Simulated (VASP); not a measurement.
# Au (Fmmm) in VASP: notebook

The runs below take Au through single point, with PBEsol.

Program: VASP 6.6.1. These are calculated values, not measurements. Logs are shortened: lines on timing, memory, paths and dates and some standing lists are left out, and cuts for length are marked.

## Step 1: The cell of the first run

It takes space group Fmmm (No. 69, orthorhombic). The conventional cell has a = 3.242 Å, b = 4.493 Å, c = 4.677 Å, α = 90.00°, β = 90.00°, γ = 90.00°. Within 3.7 Å of Au (site symmetry mmm) lie 14 Au at 2.77 to 3.24 Å.

## Step 2: Single point, PBEsol (strain -0.0400 x Voigt [0, 0, 0, 0, 0, 1])

Contents of INCAR:

```
SYSTEM = Au
ALGO = Fast
EDIFF = 1E-6
ENCUT = 520
GGA = PS
ISIF = 2
ISMEAR = 0
LASPH = .True.
LCHARG = .False.
LREAL = .False.
LWAVE = .False.
NBANDS = 12
NELM = 100
PREC = Accurate
SIGMA = 0.15
```

Contents of KPOINTS:

```
k-points
0
Gamma
  26 26 26
  0 0 0
```

Contents of POSCAR:

```
Au
1.0
   -1.6534948621      1.6534948621      1.6210733942
    1.6534948621     -1.6534948621      1.6210733942
    1.5886519263      1.5886519263     -1.6210733942
Au
1
Direct
    0.0000000000      0.0000000000      0.0000000000
```

Potentials or basis: VASP PAW PBE potentials, release 64 (Au).

Launch:

```
cat potpaw_PBE.64/Au/POTCAR > POTCAR
mpirun -np 1 vasp_std > vasp.out
```

OUTCAR:

```text
SYSTEM = Au
   EDIFF = 1E-6
   ENCUT = 520
   GGA = PS
   ISIF = 2
   ISMEAR = 0
   LASPH = .True.
   LREAL = .False.
   NELM = 100
   PREC = Accurate

 ion  position               nearest neighbor table
   1  0.000  0.000  0.000-

  LATTYP: Found a face centered orthorhombic cell.
 ALAT       =     3.2421467884
 B/A-ratio  =     1.3859292911
 C/A-ratio  =     1.4424978336

  Lattice vectors:

 A1 = (  -0.0648429358,   3.2421467884,   0.0000000000)
 A2 = (  -1.6534948621,   1.6534948621,   1.6210733942)
 A3 = (   1.5886519263,   1.5886519263,   1.6210733942)

Analysis of symmetry for initial positions (statically):
=====================================================================
 Subroutine PRICEL returns:
 Original cell was already a primitive cell.

 Routine SETGRP: Setting up the symmetry group for a
 face centered orthorhombic supercell.

 Subroutine GETGRP returns: Found  8 space group operations
 (whereof  8 operations were pure point group operations)
 out of a pool of  8 trial point group operations.

The static configuration has the point symmetry D_2h.

Analysis of symmetry for dynamics (positions and initial velocities):
=====================================================================
 Subroutine PRICEL returns:
 Original cell was already a primitive cell.

 Routine SETGRP: Setting up the symmetry group for a
 face centered orthorhombic supercell.

 Subroutine GETGRP returns: Found  8 space group operations
 (whereof  8 operations were pure point group operations)
 out of a pool of  8 trial point group operations.

The dynamic configuration has the point symmetry D_2h.

 Subroutine INISYM returns: Found  8 space group operations
 (whereof  8 operations are pure point group operations),
 and found     1 'primitive' translations

----------------------------------------------------------------------------------------

                                     Primitive cell

  volume of cell :      17.0331

  direct lattice vectors                    reciprocal lattice vectors
    -1.653494862  1.653494862  1.621073394     0.006171221  0.308561032  0.308437608
     1.653494862 -1.653494862  1.621073394     0.308561032  0.006171221  0.308437608
     1.588651926  1.588651926 -1.621073394     0.314732253  0.314732253  0.000000000

  length of vectors
     2.845341714  2.845341714  2.770470869     0.436327575  0.436327575  0.445098621

  position of ions in fractional coordinates (direct lattice)
     0.000000000  0.000000000  0.000000000

  ion indices of the primitive-cell ions
   primitive index   ion index
                 1           1

----------------------------------------------------------------------------------------

 KPOINTS: k-points

Automatic generation of k-mesh.
 Grid dimensions read from file:
 generate k-points for:   26   26   26

 Generating k-lattice:

  Cartesian coordinates                     Fractional coordinates (reciprocal lattice)
     0.000237355  0.011867732  0.011862985     0.038461538 -0.000000000  0.000000000
     0.011867732  0.000237355  0.011862985    -0.000000000  0.038461538  0.000000000
     0.012105087  0.012105087  0.000000000     0.000000000  0.000000000  0.038461538

  Length of vectors
     0.016781830  0.016781830  0.017119178

  Shift w.r.t. Gamma in fractional coordinates (k-lattice)
     0.000000000  0.000000000  0.000000000

 Subroutine IBZKPT returns following result:
 ===========================================

 Found   2471 irreducible k-points:

 Following reciprocal coordinates:
            Coordinates               Weight
  0.000000  0.000000  0.000000      1.000000
  0.038462 -0.000000 -0.000000      8.000000
  0.076923 -0.000000 -0.000000      8.000000
  0.115385  0.000000 -0.000000      8.000000
  0.153846  0.000000 -0.000000      8.000000
  0.192308  0.000000 -0.000000      8.000000
[... 16 lines left out ...]
  0.346154  0.038462 -0.000000      8.000000
  0.384615  0.038462 -0.000000      8.000000
 [... further k-points ...]
   k-points           NKPTS =   2471   k-points in BZ     NKDIM =   2471   number of bands    NBANDS=     12
   number of dos      NEDOS =    301   number of ions     NIONS =      1
   total plane-waves  NPLWV =  13824
   dimension x,y,z NGX =    24 NGY =   24 NGZ =   24
   dimension x,y,z NGXF=    48 NGYF=   48 NGZF=   48
   ions per type =               1
   NGX,Y,Z   is equivalent  to a cutoff of  14.02, 14.02, 14.40 a.u.
   NGXF,Y,Z  is equivalent  to a cutoff of  28.05, 28.05, 28.80 a.u.
 SYSTEM =  Au
   PREC   = accura    normal or accurate (medium, high low for compatibility)
   ISTART =      0    job   : 0-new  1-cont  2-samecut
   ICHARG =      2    charge: 1-file 2-atom 10-const
   ISPIN  =      1    spin polarized calculation?
   LNONCOLLINEAR =      F non collinear calculations
   LSORBIT =      F    spin-orbit coupling
   LASPH  =      T    aspherical Exc in radial PAW
   ENCUT  =  520.0 eV  38.22 Ry    6.18 a.u.   5.29  5.29  5.15*2*pi/ulx,y,z
   NELM   =    100;   NELMIN=  2; NELMDL= -5     # of ELM steps
   EDIFF  = 0.1E-05   stopping-criterion for ELM
   LREAL  =      F    real-space projection
   EDIFFG = 0.1E-04   stopping-criterion for IOM
   NSW    =      0    number of steps for IOM
   IBRION =     -1    ionic relax: 0-MD 1-quasi-New 2-CG
   NFREE  =      0    steps in history (QN), initial steepest desc. (CG)
   ISIF   =      2    stress and relaxation
   ISYM   =      2    0-nonsym 1-usesym 2-fastsym
   POTIM  = 0.5000    time-step for ionic-motion
   TEBEG  =    0.0;   TEEND  =   0.0 temperature during run
   PSTRESS=    0.0 pullay stress
   NELECT =      11.0000    total number of electrons
   NUPDOWN=      -1.0000    fix difference up-down
   EMIN   =  10.00;   EMAX   =-10.00  energy-range for DOS
   EFERMI =   0.00;   METHOD = LEGACY
   ISMEAR =     0;   SIGMA  =   0.15  broadening in eV -4-tet -1-fermi 0-gaus
   EFERMI_NEDOS =   21; number of points for ismear=-14 and -15
   IALGO  =     68    algorithm
   IMIX   =      4    mixing-type and parameters
     AMIX     =   0.40;   BMIX     =  1.00
     AMIX_MAG =   1.60;   BMIX_MAG =  1.00
  volume/ion in A,a.u.               =      17.03       114.95
  Fermi-wavevector in a.u.,A,eV,Ry     =   1.415058  2.674072 27.244166  2.002390
  Thomas-Fermi vector in A             =   2.536536
   LORBIT       =      0    0 simple, 1 ext, 2 COOP (PROOUT), +10 PAW based schemes
   GGA     = PS    functional components
   LHFCALC =     F    Hartree Fock is set to
   AEXX    =    0.0000 exact exchange contribution
   IVDW    =     0    specifies the selected vdW correction
   LEPSILON=     F    determine dielectric tensor
   LRPA    =     F    only Hartree local field effects (RPA)
 non-spin polarized calculation
 RMM-DIIS sequential band-by-band and
 Gauss-broadening in eV      SIGMA  =   0.15
  energy-cutoff  :      520.00
  volume of cell :       17.03
 maximum number of plane-waves:       480
 NGX is ok and might be reduce to    24
   NGX = 11   NGY = 11   NGZ = 11

 number of electron      11.0000001 magnetization

 Free energy of the ion-electron system (eV)
  ---------------------------------------------------
  ext. energy  EPLUGINS =         0.00000000
  ---------------------------------------------------
  free energy    TOTEN  =        -3.89773730 eV

  energy without entropy =       -3.89496700  energy(sigma->0) =       -3.89635215

 E-fermi :   9.2633     XC(G=0): -12.8887

 val. band max:        9.2554483453   @ k =  -0.1538   0.4231   0.1538
 cond. band min:       9.2643933680   @ k =  -0.0769   0.3846   0.1538
 fundamental gap:      0.0089450227
 Fermi energy:         9.2633196092

 k-point     1 :       0.0000    0.0000    0.0000
  band No.  band energies     occupation
      1      -0.6289      2.00000
      2       4.1848      2.00000
      3       4.4041      2.00000
      4       4.6576      2.00000
      5       6.3841      2.00000
      6       6.4035      2.00000
      7      25.4200      0.00000
      8      25.7968      0.00000
      9      26.1038      0.00000
     10      33.0463      0.00000
     11      33.6906      0.00000
     12      34.3062      0.00000

 k-point     2 :       0.0385   -0.0000   -0.0000
  band No.  band energies     occupation
      1      -0.5739      2.00000
      2       4.1918      2.00000
      3       4.4150      2.00000
      4       4.6626      2.00000
      5       6.3645      2.00000
      6       6.4013      2.00000
      7      25.4632      0.00000
      8      25.8070      0.00000
      9      26.1418      0.00000
     10      32.4419      0.00000
     11      32.7249      0.00000
     12      33.7281      0.00000

 k-point     3 :       0.0769   -0.0000   -0.0000
  band No.  band energies     occupation
      1      -0.4107      2.00000
      2       4.1953      2.00000
      3       4.4425      2.00000
      4       4.6999      2.00000
      5       6.3046      2.00000
      6       6.4023      2.00000
      7      25.5572      0.00000
      8      25.7992      0.00000
      9      26.2604      0.00000
     10      31.3869      0.00000
     11      31.5445      0.00000
     12      33.0872      0.00000
[... 286 lines left out ...]
 k-point    23 :       0.3462    0.0385   -0.0000
  band No.  band energies     occupation
      1       2.0375      2.00000
      2       3.4916      2.00000
      3       5.7388      2.00000
      4       6.2988      2.00000
      5       6.5922      2.00000
      6       7.3485      2.00000
      7      16.5572      0.00000
      8      22.3134      0.00000
      9      24.7438      0.00000
     10      30.1475      0.00000
     11      30.6921      0.00000
     12      33.3058      0.00000

 k-point    24 :       0.3846    0.0385   -0.0000
  band No.  band energies     occupation
      1       2.0635      2.00000
      2       3.4102      2.00000
      3       6.0749      2.00000
      4       6.4561      2.00000
      5       6.8925      2.00000
      6       7.8384      2.00000
      7      15.0792      0.00000
      8      21.8852      0.00000
      9      24.0383      0.00000
     10      30.5693      0.00000
     11      31.0696      0.00000
     12      32.9481      0.00000

 [... further k-points ...]

------------------------ aborting loop because EDIFF is reached ----------------------------------------

  FORCE on cell =-STRESS in cart. coord.  units (eV):
  Direction    XX          YY          ZZ          XY          YZ          ZX
  --------------------------------------------------------------------------------------
  -------------------------------------------------------------------------------------
  Total        0.0280078      0.0280078      0.0444942      0.3378007     -0.0000000      0.0000000
  in kB        2.6344782      2.6344782      4.1852370     31.7743651     -0.0000000      0.0000000
  external PRESSURE =       3.1513978 kB  Pullay stress =       0.0000000 kB

 VOLUME and BASIS-vectors are now :
 -----------------------------------------------------------------------------
  energy-cutoff  :      520.00
  volume of cell :       17.03
      direct lattice vectors                 reciprocal lattice vectors
    -1.653494862  1.653494862  1.621073394     0.006171221  0.308561032  0.308437608
     1.653494862 -1.653494862  1.621073394     0.308561032  0.006171221  0.308437608
     1.588651926  1.588651926 -1.621073394     0.314732253  0.314732253  0.000000000

 POSITION                                       TOTAL-FORCE (eV/Angst)
 -----------------------------------------------------------------------------------
      0.00000      0.00000      0.00000        -0.000000      0.000000     -0.000000
 -----------------------------------------------------------------------------------
    total drift:                               -0.000000      0.000000     -0.000000

  FREE ENERGIE OF THE ION-ELECTRON SYSTEM (eV)
  ---------------------------------------------------
  free  energy   TOTEN  =        -3.8977372995 eV

  energy  without entropy=       -3.8949669950  energy(sigma->0) =       -3.89635215
```

Wall time 9.5 min (1 thread of Intel Xeon 8259CL, shared host); peak memory 0.58 GiB.

Results:

```
Free energy            : -3.8977 eV
Pressure               : 0.3 GPa
Band gap on the k mesh : zero (an odd number of electrons rules out a gap without spin polarisation)
```

Levels at points of the mesh, in eV from the Fermi level:
```tsv
k point	band 3	band 4	band 5	band 6	band 7	band 8	band 9	band 10
(0.00, 0.00, 0.00)	-4.86	-4.61	-2.88	-2.86	16.16	16.53	16.84	23.78
(0.50, 0.00, 0.00)	-3.02	-2.68	-1.34	-0.67	3.61	12.23	14.09	21.54
(0.50, 0.50, 0.00)	-2.92	-2.53	-1.45	-0.91	3.14	12.61	14.23	21.96
(0.00, 0.00, 0.50)	-3.13	-2.83	-1.19	-0.42	4.06	12.16	13.60	21.77
(0.50, 0.50, 0.50)	-1.92	-1.73	-1.51	6.25	6.28	6.34	9.76	16.04
```

Caveat: the cell differs from its parent crystal (strain -0.0400 x Voigt [0, 0, 0, 0, 0, 1]); the PAW data sets were made with another functional, which shifts forces and pressure a little; spin-orbit coupling is left out, which moves the levels of the heavy elements.

## Step 3: Single point, PBEsol (strain +0.0150 x Voigt [0, 0, 0, 0, 0, 1])

Contents of INCAR:

```
PREC = Accurate
ENCUT = 520
EDIFF = 1E-7
ISMEAR = 0
SIGMA = 0.15
LREAL = F
LASPH = T
NELM = 100
ALGO = Fast
ISIF = 2
LWAVE = F
LCHARG = F
GGA = PS
NBANDS = 12
```

Contents of KPOINTS:

```
regular mesh
0
Gamma
  26 26 26
```

Contents of POSCAR:

```
Au
1.0
   -1.6089153437      1.6089153437      1.6210733942
    1.6089153437     -1.6089153437      1.6210733942
    1.6332314447      1.6332314447     -1.6210733942
Au
1
Direct
    0.0000000000      0.0000000000      0.0000000000
```

Potentials or basis: VASP PAW PBE potentials, release 64 (Au).

Launch:

```
cat potpaw_PBE.64/Au/POTCAR > POTCAR
mpirun -np 1 vasp_std > vasp.out
```

OUTCAR:

```text
PREC = Accurate
   ENCUT = 520
   EDIFF = 1E-7
   ISMEAR = 0
   LREAL = F
   LASPH = T
   NELM = 100
   ISIF = 2
   GGA = PS

 ion  position               nearest neighbor table
   1  0.000  0.000  0.000-

  LATTYP: Found a face centered orthorhombic cell.
 ALAT       =     3.2421467884
 B/A-ratio  =     1.4036069606
 C/A-ratio  =     1.4248201641

  Lattice vectors:

 A1 = (   3.2421467884,   0.0243161010,   0.0000000000)
 A2 = (   1.6332314447,   1.6332314447,   1.6210733942)
 A3 = (   1.6089153437,  -1.6089153437,   1.6210733942)

Analysis of symmetry for initial positions (statically):
=====================================================================
 Subroutine PRICEL returns:
 Original cell was already a primitive cell.

 Routine SETGRP: Setting up the symmetry group for a
 face centered orthorhombic supercell.

 Subroutine GETGRP returns: Found  8 space group operations
 (whereof  8 operations were pure point group operations)
 out of a pool of  8 trial point group operations.

The static configuration has the point symmetry D_2h.

Analysis of symmetry for dynamics (positions and initial velocities):
[... 169 lines left out ...]
      2       4.3320      2.00000
      3       4.4180      2.00000
      4       4.5088      2.00000
      5       6.3745      2.00000
      6       6.3773      2.00000
      7      25.6493      0.00000
      8      25.7821      0.00000
      9      25.9050      0.00000
     10      33.3774      0.00000
     11      33.6002      0.00000
     12      33.8468      0.00000
[... 331 lines left out ...]
 k-point    24 :       0.3846    0.0385    0.0000
  band No.  band energies     occupation
      1       2.0639      2.00000
      2       3.4174      2.00000
      3       6.0667      2.00000
      4       6.4662      2.00000
      5       6.9024      2.00000
      6       7.7593      2.00000
      7      15.1002      0.00000
      8      22.0463      0.00000
      9      23.7981      0.00000
     10      30.5961      0.00000
     11      31.1882      0.00000
     12      32.8512      0.00000

 [... further k-points ...]

------------------------ aborting loop because EDIFF is reached ----------------------------------------

  FORCE on cell =-STRESS in cart. coord.  units (eV):
  Direction    XX          YY          ZZ          XY          YZ          ZX
  --------------------------------------------------------------------------------------
  -------------------------------------------------------------------------------------
  Total       -0.0047839     -0.0047839     -0.0022723     -0.1289439      0.0000000      0.0000000
  in kB       -0.4498338     -0.4498338     -0.2136625    -12.1246127      0.0000000      0.0000000
  external PRESSURE =      -0.3711100 kB  Pullay stress =       0.0000000 kB

 VOLUME and BASIS-vectors are now :
 -----------------------------------------------------------------------------
  energy-cutoff  :      520.00
  volume of cell :       17.04
      direct lattice vectors                 reciprocal lattice vectors
    -1.608915344  1.608915344  1.621073394    -0.002313412  0.308454959  0.308437608
     1.608915344 -1.608915344  1.621073394     0.308454959 -0.002313412  0.308437608
     1.633231445  1.633231445 -1.621073394     0.306141546  0.306141546  0.000000000

 POSITION                                       TOTAL-FORCE (eV/Angst)
 -----------------------------------------------------------------------------------
      0.00000      0.00000      0.00000         0.000000     -0.000000     -0.000000
 -----------------------------------------------------------------------------------
    total drift:                                0.000000      0.000000     -0.000000

  FREE ENERGIE OF THE ION-ELECTRON SYSTEM (eV)
  ---------------------------------------------------
  free  energy   TOTEN  =        -3.9036066083 eV

  energy  without entropy=       -3.9012288558  energy(sigma->0) =       -3.90241773
```

Wall time 7.7 min (1 thread of Intel Xeon 8259CL, shared host); peak memory 0.57 GiB.

Results:

```yaml
Free_energy: -3.9036 eV
Pressure: 0.0 GPa
Band_gap_on_the_k_mesh: zero (an odd number of electrons rules out a gap without spin polarisation)
```

Stress tensor (GPa, compression positive):
```
-0.04 -1.21  0.00
-1.21 -0.04  0.00
 0.00  0.00 -0.02
```

Caveat: the cell differs from its parent crystal (strain +0.0150 x Voigt [0, 0, 0, 0, 0, 1]); the PAW data sets were made with another functional, which shifts forces and pressure a little; spin-orbit coupling is left out, which moves the levels of the heavy elements.
